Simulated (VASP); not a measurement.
# Ru2RhAu2 (P1) in VASP: a series of runs

Runs on Ru2RhAu2. Level: PBE. Tasks: single point.

Program: VASP 6.6.1. These are calculated values, not measurements. Logs are shortened: lines on timing, memory, paths and dates and some standing lists are left out, and cuts for length are marked.

### Step 1. The cell of the first run

The typed cell holds 20 atoms: a = 6.586 Å, b = 6.725 Å, c = 7.389 Å, α = 76.24°, β = 76.92°, γ = 86.98°.

### Step 2. Single point, PBE

INCAR

```
PREC     = Accurate       # precision mode
ENCUT    = 520            # plane-wave cutoff, eV
EDIFF    = 1E-6           # SCF threshold, eV
ISMEAR   = 0              # smearing method
SIGMA    = 0.1            # smearing width, eV
LREAL    = Auto         
LASPH    = T              # aspherical terms in the spheres
NELM     = 100            # most SCF steps
ALGO     = Fast           # electronic algorithm
ISIF     = 2              # what is computed and relaxed
LWAVE    = F              # write WAVECAR
LCHARG   = F              # write CHGCAR
GGA      = PE             # functional
NBANDS   = 146            # bands
ISYM     = 0
```

KPOINTS

```
Automatic mesh
0
Gamma
  2 2 2
  0.5 0.5 0.5
```

POSCAR

```
Ru2RhAu2
1.0
    4.1553336834     -2.3647736943     -4.5292530333
    4.2253137537     -2.4334441110      4.6320283023
   -1.4268929230     -7.2494932495      0.0448190439
Ru Rh Au
8 4 8
Direct
    0.9536351978      0.1715464050      0.4092170322
    0.6569491053      0.8825340306      0.5999511128
    0.8396824912      0.1076417912      0.7888051839
    0.7265546693      1.0083853631      0.2202981880
    0.3463044172      0.5773498979      0.8119371061
    0.0524412635      0.8188240526      0.6006676852
    0.3562382859      0.1131436917      0.3957656754
    0.7593074843      0.5036502085      0.7942922168
    0.1305296785      0.3927191201      0.6064231047
    0.2383094086      0.4687134755      0.1950464428
    0.0294214048      0.2925449361     -0.0051109551
    0.4652503499      0.2132133960      1.0045443132
    0.4306800328      0.6942168681      0.4120536676
    0.5464809765      0.7950553779     -0.0013081081
    0.8692573571      0.6129136494      0.3978012669
    0.5568310438      0.3023839847      0.6018380186
    0.1576965536      0.9172703582      0.1950936614
    0.9628498979      0.7130405158      0.9910812658
    0.6609708188      0.4098624758      0.1997526206
    0.2612460662      0.0077384573      0.7906623044
```

Potentials or basis: VASP PAW PBE potentials, release 64 (Ru_pv, Rh_pv, Au).

On the command line:

```sh
> cat potpaw_PBE.64/Ru_pv/POTCAR potpaw_PBE.64/Rh_pv/POTCAR potpaw_PBE.64/Au/POTCAR > POTCAR
> mpirun -np 1 vasp_std > vasp.out
```

OUTCAR:

```text
PREC = Accurate
   ENCUT = 520
   EDIFF = 1E-6
   ISMEAR = 0
   LREAL = Auto
   LASPH = T
   NELM = 100
   ISIF = 2
   GGA = PE
   ISYM = 0

 ion  position               nearest neighbor table
   1  0.954  0.172  0.409-   6 2.59   7 2.64   3 2.67   4 2.69  17 2.70   2 2.73  10 2.75   9 2.77
                            16 2.88  11 2.91  19 2.92  15 2.98
   2  0.657  0.883  0.600-   6 2.62   4 2.67   1 2.73   8 2.74  15 2.75   3 2.76  13 2.78  14 2.79
                            20 2.86  16 2.87   5 2.88   7 2.92
   3  0.840  0.108  0.789-   1 2.67  16 2.67   9 2.67   8 2.70  11 2.71   2 2.76  12 2.78   6 2.79
                            20 2.82  14 2.84  18 2.89   4 3.02
   4  0.727  0.008  0.220-   7 2.64   2 2.67  19 2.69   1 2.69  12 2.71  11 2.79  13 2.83  17 2.85
                            15 2.88  14 2.88   3 3.02  18 3.05
   5  0.346  0.577  0.812-  10 2.69  12 2.70   8 2.72  11 2.79  14 2.79  18 2.79  13 2.80  16 2.81
                             9 2.82   2 2.88  20 2.89   6 2.94
   6  0.052  0.819  0.601-   1 2.59   2 2.62  20 2.72  18 2.73  15 2.76  13 2.76   3 2.79   7 2.80
                             8 2.83  17 2.84   9 2.88   5 2.94
   7  0.356  0.113  0.396-   4 2.64   1 2.64  10 2.68  12 2.74  17 2.76  20 2.76  16 2.77   6 2.80
                            19 2.80  13 2.81   9 2.87   2 2.92
   8  0.759  0.504  0.794-   9 2.69   3 2.70  11 2.70   5 2.72   2 2.74  12 2.75  16 2.76  15 2.78
                            18 2.82   6 2.83  19 2.84  14 2.87
   9  0.131  0.393  0.606-   3 2.67   8 2.69  15 2.72  11 2.72   1 2.77  13 2.80  20 2.81   5 2.82
[... 9 lines left out ...]
  14  0.546  0.795  0.999-  18 2.76   5 2.79   2 2.79  20 2.81  19 2.82  17 2.83   3 2.84  12 2.84
                             8 2.87   4 2.88  13 2.90  10 2.94
  15  0.869  0.613  0.398-   9 2.72   2 2.75   6 2.76  17 2.78   8 2.78  10 2.81  19 2.82  18 2.85
                             4 2.88  13 2.89  16 2.90   1 2.98
  16  0.557  0.302  0.602-   3 2.67  20 2.74   8 2.76   7 2.77   5 2.81  19 2.82  12 2.82   9 2.84
                            13 2.85   2 2.87   1 2.88  15 2.90
  17  0.158  0.917  0.195-   1 2.70   7 2.76  15 2.78  11 2.80  12 2.80  18 2.80  13 2.82  14 2.83
                            20 2.83   6 2.84   4 2.85  10 3.04
  18  0.963  0.713  0.991-   6 2.73  14 2.76  20 2.77   5 2.79  17 2.80   8 2.82  10 2.83  11 2.83
                            19 2.83  15 2.85   3 2.89   4 3.05
  19  0.661  0.410  0.200-   4 2.69  12 2.72  11 2.74  10 2.80   7 2.80  16 2.82  15 2.82  14 2.82
                            18 2.83   8 2.84  13 2.91   1 2.92
  20  0.261  0.008  0.791-   6 2.72  16 2.74   7 2.76  18 2.77  14 2.81   9 2.81   3 2.82  17 2.83
                             2 2.86  11 2.88   5 2.89  12 2.90

IMPORTANT INFORMATION: All symmetrisations will be switched off!
NOSYMM: (Re-)initialisation of all symmetry stuff for point group C_1.

----------------------------------------------------------------------------------------

                                     Primitive cell

  volume of cell :     309.6239

  direct lattice vectors                    reciprocal lattice vectors
     4.155333683 -2.364773694 -4.529253033     0.108101436 -0.021958195 -0.110145381
     4.225313754 -2.433444111  4.632028302     0.106389627 -0.020271433  0.108190412
    -1.426892923 -7.249493250  0.044819044    -0.070974429 -0.123973416 -0.000387119

  length of vectors
     6.585824602  6.725370826  7.388720088     0.155884854  0.153084450  0.142852817

  position of ions in fractional coordinates (direct lattice)
     0.953635198  0.171546405  0.409217032
     0.656949105  0.882534031  0.599951113
     0.839682491  0.107641791  0.788805184
     0.726554669  0.008385363  0.220298188
     0.346304417  0.577349898  0.811937106
     0.052441264  0.818824053  0.600667685
[... 12 lines left out ...]
     0.660970819  0.409862476  0.199752621
     0.261246066  0.007738457  0.790662304

  ion indices of the primitive-cell ions
   primitive index   ion index
                 1           1
                 2           2
                 3           3
                 4           4
                 5           5
                 6           6
[... 12 lines left out ...]
                19          19
                20          20

----------------------------------------------------------------------------------------

 KPOINTS: Automatic mesh

Automatic generation of k-mesh.
 Grid dimensions read from file:
 generate k-points for:    2    2    2

 Generating k-lattice:

  Cartesian coordinates                     Fractional coordinates (reciprocal lattice)
     0.054050718 -0.010979097 -0.055072691     0.500000000  0.000000000 -0.000000000
     0.053194813 -0.010135716  0.054095206    -0.000000000  0.500000000  0.000000000
    -0.035487214 -0.061986708 -0.000193560    -0.000000000 -0.000000000  0.500000000

  Length of vectors
     0.077942427  0.076542225  0.071426408

[... 44 lines left out ...]
   NUPDOWN=      -1.0000    fix difference up-down
   EMIN   =  10.00;   EMAX   =-10.00  energy-range for DOS
   EFERMI =   0.00;   METHOD = LEGACY
   ISMEAR =     0;   SIGMA  =   0.10  broadening in eV -4-tet -1-fermi 0-gaus
   EFERMI_NEDOS =   21; number of points for ismear=-14 and -15
   IALGO  =     68    algorithm
   IMIX   =      4    mixing-type and parameters
     AMIX     =   0.40;   BMIX     =  1.00
     AMIX_MAG =   1.60;   BMIX_MAG =  1.00
  volume/ion in A,a.u.               =      15.48       104.47
  Fermi-wavevector in a.u.,A,eV,Ry     =   1.544499  2.918681 32.456407  2.385479
  Thomas-Fermi vector in A             =   2.650012
   LORBIT       =      0    0 simple, 1 ext, 2 COOP (PROOUT), +10 PAW based schemes
   GGA     = PE    functional components
   LHFCALC =     F    Hartree Fock is set to
   AEXX    =    0.0000 exact exchange contribution
   IVDW    =     0    specifies the selected vdW correction
   LEPSILON=     F    determine dielectric tensor
   LRPA    =     F    only Hartree local field effects (RPA)
 non-spin polarized calculation
 RMM-DIIS sequential band-by-band and
 Gauss-broadening in eV      SIGMA  =   0.10
  energy-cutoff  :      520.00
  volume of cell :      309.62
 maximum number of plane-waves:      8345
 NGX is ok and might be reduce to    50
   NGX = 25   NGY = 25   NGZ = 27

 number of electron     260.0000002 magnetization

 Free energy of the ion-electron system (eV)
  ---------------------------------------------------
  ext. energy  EPLUGINS =         0.00000000
  ---------------------------------------------------
  free energy    TOTEN  =      -122.41972847 eV

  energy without entropy =     -122.30815446  energy(sigma->0) =     -122.36394146

 E-fermi :  10.6039     XC(G=0): -13.2917

 val. band max:       10.5661658640   @ k =  -0.2500  -0.2500   0.2500
 cond. band min:      10.6072998691   @ k =   0.2500   0.2500   0.2500
 fundamental gap:      0.0411340051
 Fermi energy:        10.6039142894

 k-point     1 :       0.2500    0.2500    0.2500
  band No.  band energies     occupation
      1     -35.9154      2.00000
      2     -35.8634      2.00000
      3     -35.8357      2.00000
      4     -35.8028      2.00000
      5     -35.7466      2.00000
      6     -35.7212      2.00000
[... 134 lines left out ...]
    141      11.4631      0.00000
    142      11.5650      0.00000

 k-point     2 :      -0.2500    0.2500    0.2500
  band No.  band energies     occupation
      1     -35.9154      2.00000
      2     -35.8632      2.00000
      3     -35.8360      2.00000
      4     -35.8026      2.00000
      5     -35.7478      2.00000
      6     -35.7197      2.00000
[... 134 lines left out ...]
    141      11.4814      0.00000
    142      11.5267      0.00000

 k-point     3 :       0.2500   -0.2500    0.2500
  band No.  band energies     occupation
      1     -35.9154      2.00000
      2     -35.8634      2.00000
      3     -35.8357      2.00000
      4     -35.8028      2.00000
      5     -35.7466      2.00000
      6     -35.7212      2.00000
[... 134 lines left out ...]
    141      11.3987      0.00000
    142      11.5766      0.00000

 k-point     4 :      -0.2500   -0.2500    0.2500
  band No.  band energies     occupation
      1     -35.9154      2.00000
      2     -35.8632      2.00000
      3     -35.8360      2.00000
      4     -35.8026      2.00000
      5     -35.7478      2.00000
      6     -35.7197      2.00000
[... 134 lines left out ...]
    141      11.5710      0.00000
    142      11.6539      0.00000
 [bands above 142 left out]

------------------------ aborting loop because EDIFF is reached ----------------------------------------

  FORCE on cell =-STRESS in cart. coord.  units (eV):
  Direction    XX          YY          ZZ          XY          YZ          ZX
  --------------------------------------------------------------------------------------
  -------------------------------------------------------------------------------------
  Total       -0.4492550     -0.3765991     -0.4371070     -0.0000762      0.0053662      0.0191285
  in kB       -2.3247111     -1.9487463     -2.2618500     -0.0003945      0.0277681      0.0989821
  external PRESSURE =      -2.1784358 kB  Pullay stress =       0.0000000 kB

 VOLUME and BASIS-vectors are now :
 -----------------------------------------------------------------------------
  energy-cutoff  :      520.00
  volume of cell :      309.62
      direct lattice vectors                 reciprocal lattice vectors
     4.155333683 -2.364773694 -4.529253033     0.108101436 -0.021958195 -0.110145381
     4.225313754 -2.433444111  4.632028302     0.106389627 -0.020271433  0.108190412
    -1.426892923 -7.249493250  0.044819044    -0.070974429 -0.123973416 -0.000387119

 POSITION                                       TOTAL-FORCE (eV/Angst)
 -----------------------------------------------------------------------------------
      4.10360     -5.63920     -3.50631         0.005182      0.002548      0.007172
      5.60276     -8.05047      1.13932        -0.004488     -0.004377      0.002205
      2.81844     -7.96604     -3.26918         0.006202      0.001106      0.001743
      2.74017     -3.33559     -3.24204        -0.005065     -0.011584     -0.005210
      2.71995     -8.11001      1.14219        -0.002900      0.009395     -0.003047
      2.82061     -6.47111      3.58222         0.001963     -0.003524     -0.005286
[... 12 lines left out ...]
      4.19333     -4.00853     -1.08626         0.004042     -0.006441      0.004292
     -0.00993     -6.36852     -1.11197        -0.001591     -0.005998     -0.000012
 -----------------------------------------------------------------------------------
    total drift:                                0.000250     -0.003174      0.005657

  FREE ENERGIE OF THE ION-ELECTRON SYSTEM (eV)
  ---------------------------------------------------
  free  energy   TOTEN  =      -122.4197284691 eV

  energy  without entropy=     -122.3081544601  energy(sigma->0) =     -122.36394146
```

It took 9.7 min on 1 thread of Intel Xeon Platinum 8488C (Sapphire Rapids), shared host; peak memory 0.43 GiB.

What came out:

| Property | Result |
| --- | --- |
| Free energy | -122.4197 eV |
| Pressure | -0.2 GPa |
| Largest force | 0.017 eV/Å |
| Band gap on the k mesh | zero (filled and empty bands touch) |

Forces on the atoms (eV/Å):
```
Ru   0.005  0.003  0.007
Ru  -0.004 -0.004  0.002
Ru   0.006  0.001  0.002
Ru  -0.005 -0.012 -0.005
Ru  -0.003  0.009 -0.003
Ru   0.002 -0.004 -0.005
Ru   0.002 -0.003  0.003
Ru   0.001  0.004  0.002
Rh  -0.006  0.009 -0.003
Rh   0.013 -0.011 -0.002
Rh   0.000 -0.006  0.003
Rh  -0.009  0.011  0.003
Au  -0.002  0.004  0.000
Au  -0.001  0.000 -0.001
Au  -0.001  0.002  0.001
Au  -0.001  0.003 -0.002
Au   0.000  0.006 -0.005
Au   0.001  0.000  0.000
Au   0.004 -0.006  0.004
Au  -0.002 -0.006  0.000
```

Caveat: the k points lie up to 0.49 Å⁻¹ apart; spin-orbit coupling is left out, which moves the levels of the heavy elements.

### Step 3. Single point, PBE

INCAR

```
SYSTEM = Ru2RhAu2
  ALGO = Fast
  EDIFF = 1E-6
  ENCUT = 520
  GGA = PE
  ISIF = 2
  ISMEAR = 0
  ISYM = 0
  LASPH = .True.
  LCHARG = .True.
  LELF = .True.
  LREAL = Auto
  LVHAR = .True.
  LWAVE = .False.
  NBANDS = 146
  NELM = 100
  PREC = Accurate
  SIGMA = 0.1
```

KPOINTS is that of step 2.

POSCAR

```
Ru2RhAu2
1.0
    4.1281454613     -2.3921026373     -4.5076566413
    4.2429473485     -2.4478628458      4.6454645086
   -1.4025825156     -7.2727660885      0.0273338523
Ru Rh Au
8 4 8
Direct
    0.4452844552      0.6983601985      0.3988370252
    0.8370037789      0.0700136795      0.8066903658
    0.7445097527      0.9734082778      0.1892863234
    0.5446776107      0.7938313056     -0.0001381877
    0.5598229918      0.3126968633      0.5892165798
    0.1678882637      0.8977262639      0.1944290786
    0.9450587271      0.7246874364     -0.0046110390
    0.6589491706      0.4317026621      0.2068304067
    0.6267799976      0.8963129163      0.6140653212
    0.3380602302      0.6101502406      0.7893246051
    0.0658794652      0.8132206291      0.6083866717
    0.2570551503      0.0016447872      0.8081566630
    0.1439740397      0.3863201210      0.6044410584
    0.9299977188      0.1734077065      0.4036005884
    0.2418400973      0.4970524373      0.1937235515
    0.0321179433      0.2892648443      1.0050125604
    0.8564105286      0.6209640125      0.4026013550
    0.3695104213      0.1046023838      0.3950909399
    0.7517362653      0.5113214850      0.8015944413
    0.4632508428      0.2083773751     -0.0065190366
```

Potentials or basis: VASP PAW PBE potentials, release 64 (Ru_pv, Rh_pv, Au).

On the command line:

```sh
> cat potpaw_PBE.64/Ru_pv/POTCAR potpaw_PBE.64/Rh_pv/POTCAR potpaw_PBE.64/Au/POTCAR > POTCAR
> mpirun -np 1 vasp_std > vasp.out
```

Wall time 8.1 min (1 thread of Intel Xeon Platinum 8488C (Sapphire Rapids), shared host); peak memory 0.44 GiB.

The run converged. Its results:

- Free energy: -122.7628 eV
- Pressure: -0.2 GPa
- Largest force: 0.041 eV/Å
- Band gap on the k mesh: zero (bands 130 and 131 overlap by 0.04 eV)

Forces in eV/Å, atoms in the order of the input:
```
Ru  -0.005 -0.002  0.010
Ru   0.012 -0.007  0.014
Ru  -0.014 -0.003 -0.021
Ru  -0.019  0.014 -0.016
Ru   0.005  0.017 -0.009
Ru  -0.001 -0.006 -0.003
Ru  -0.001 -0.023 -0.034
Ru   0.017 -0.007  0.017
Rh   0.002  0.014  0.002
Rh   0.001 -0.008 -0.015
Rh  -0.001  0.017  0.008
Rh   0.003 -0.001  0.022
Au  -0.006  0.004  0.001
Au   0.004 -0.002  0.004
Au   0.008  0.001  0.010
Au  -0.007 -0.004  0.006
Au  -0.004 -0.006 -0.006
Au   0.008 -0.006  0.007
Au   0.000  0.010  0.000
Au  -0.003 -0.002  0.002
```

Levels at points of the mesh, in eV from the Fermi level:
```
           k point  band 127  band 128  band 129  band 130  band 131  band 132  band 133  band 134
(0.25, 0.25, 0.25)     -0.27     -0.22     -0.16      0.01      0.07      0.16      0.24      0.26
```

Caveat: the k points lie up to 0.49 Å⁻¹ apart; spin-orbit coupling is left out, which moves the levels of the heavy elements.

### Step 4. Single point, PBE

INCAR

```
ALGO = Fast
EDIFF = 1E-6
ENCUT = 520
GGA = PE
ISIF = 2
ISMEAR = 0
ISYM = 0
LASPH = T
LCHARG = F
LREAL = Auto
LWAVE = F
NBANDS = 146
NELM = 80
PREC = Accurate
SIGMA = 0.1
```

KPOINTS is that of step 3.

POSCAR

```
Ru2RhAu2
1.0
    4.2075012293     -2.4534534778     -4.6223963859
    4.1276487234     -2.3676534233      4.5010940200
   -1.4419616035     -7.3230606060     -0.0571840085
Ru Rh Au
8 4 8
Direct
    0.1296356091      0.4009087359      0.5977118304
    0.4495353111      0.6930242457      0.4062218265
    0.8680607731      0.0955236603      0.7893251263
    0.7266879820      0.9941072526      0.2074541721
    0.0694938409      0.7965857587      0.5942744007
    0.8481874400      0.6066898810      0.4070718329
    0.6710175296      0.4031313575      0.2081716204
    0.2424274724      0.0148315975      0.7786040638
    0.9366019768      0.1957290431      0.4099082463
    0.3336422672      0.6079859496      0.7828939257
    0.3601480777      0.1014842009      0.4082739110
    0.7717159986      0.5023200516      0.7926178746
    0.6516545590      0.8884943874      0.6027282137
    0.2423680057      0.4848735631      0.2114480771
    0.0407916046      0.2912172205     -0.0031816180
    0.5366370606      0.7847140611      0.9993840251
    0.5496148774      0.3123612526      0.5991654903
    0.1536025796      0.9116854891      0.2087385153
    0.9553851745      0.7171903637     -0.0005632482
    0.4694115100      0.2136158023      0.9943956619
```

On the command line:

```sh
> cat potpaw_PBE.64/Ru_pv/POTCAR potpaw_PBE.64/Rh_pv/POTCAR potpaw_PBE.64/Au/POTCAR > POTCAR
> mpirun -np 1 vasp_std > vasp.out
```

Run time: 7.4 min. Hardware: 1 thread of Intel Xeon Platinum 8488C (Sapphire Rapids), shared host; peak memory 0.43 GiB.

Results (log left out):

```yaml
Free_energy: -122.2888 eV
Pressure: -0.2 GPa
Largest_force: 0.016 eV/Å
Band_gap_on_the_k_mesh: zero (bands 130 and 131 overlap by 0.03 eV)
```

Forces on the atoms (eV/Å):
```
Ru   0.001  0.004  0.003
Ru  -0.002 -0.008  0.001
Ru  -0.005  0.005 -0.005
Ru  -0.008 -0.001  0.002
Ru   0.010  0.005  0.007
Ru  -0.006  0.005  0.006
Ru   0.001  0.007 -0.002
Ru  -0.002 -0.009  0.004
Rh  -0.008  0.013 -0.003
Rh  -0.002 -0.004 -0.010
Rh   0.001 -0.004  0.003
Rh   0.003 -0.006 -0.011
Au   0.008  0.002  0.011
Au   0.000  0.001  0.003
Au   0.006 -0.008 -0.003
Au   0.009 -0.003 -0.001
Au  -0.006 -0.002 -0.008
Au   0.007  0.002  0.001
Au  -0.004  0.000 -0.003
Au   0.000  0.003  0.003
```

Levels at points of the mesh, in eV from the Fermi level:
```csv
k point,band 125,band 126,band 127,band 128,band 129,band 130,band 131,band 132,band 133,band 134
"(0.25, 0.25, 0.25)",-0.48,-0.32,-0.26,-0.17,-0.13,0.00,0.03,0.13,0.16,0.29
```

Caveat: the k points lie up to 0.49 Å⁻¹ apart; spin-orbit coupling is left out, which moves the levels of the heavy elements.

### Step 5. Summary

```csv
cell,gap on the mesh (eV),pressure (GPa),largest force (eV/Å)
"a = 6.586, b = 6.725, c = 7.389 Å, angles 76.2, 76.9, 87.0°, 20 atoms, atomic positions A",none,-0.2,0.02
"a = 6.564, b = 6.751, c = 7.407 Å, angles 76.1, 76.3, 86.9°, 20 atoms, atomic positions B",none,-0.2,0.04
"a = 6.715, b = 6.550, c = 7.464 Å, angles 76.8, 76.0, 86.9°, 20 atoms, atomic positions C",none,-0.2,0.02
```

Alike in all rows: task single point; level PBE; potentials or basis VASP PAW PBE potentials, release 64 (Ru_pv, Rh_pv, Au); no spin polarisation; k mesh 2 × 2 × 2, shifted; cutoff (eV) 520; smearing gaussian 0.1 eV.

Caveats: all runs use coarse meshes; spin-orbit coupling is left out, which moves the levels of the heavy elements.

Total energies depend on the potentials used, so only differences within one code and one set of settings carry meaning.
